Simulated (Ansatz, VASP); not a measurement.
**One calculation of Pb, two programs**

```
CELL_PARAMETERS angstrom
0.00000 2.46980 2.46980
2.46980 0.00000 2.46980
2.46980 2.46980 0.00000
ATOMIC_POSITIONS crystal
Pb 0.00000 0.00000 0.00000
```

Alike in both runs: task relaxation of cell and atoms; functional PBE; k mesh 14 × 14 × 14; occupations gaussian, width 0.1 eV; no spin polarisation.

|  | VASP | Ansatz |
| --- | --- | --- |
| version | VASP 6.6.1 | Ansatz 0.2.0 |
| potentials or method | VASP PAW PBE potentials, release 64 (Pb_d), cutoff 600 eV | scalar-relativistic, plane waves, PAW |
| valence electrons in the cell | 14 | 14 |

```csv
,VASP,Ansatz,Ansatz less VASP
"gap on the k mesh at the Fermi level, each at its own relaxed structure (eV)",none,none,-
relaxed volume (Å³/atom),32.00,32.03,+0.031
relaxed cell length with the largest relative difference (Å),3.564,3.565,+0.0011
```

A gap of «none» marks a metal or a gap that the smearing closes.

Spin-orbit coupling is off throughout.
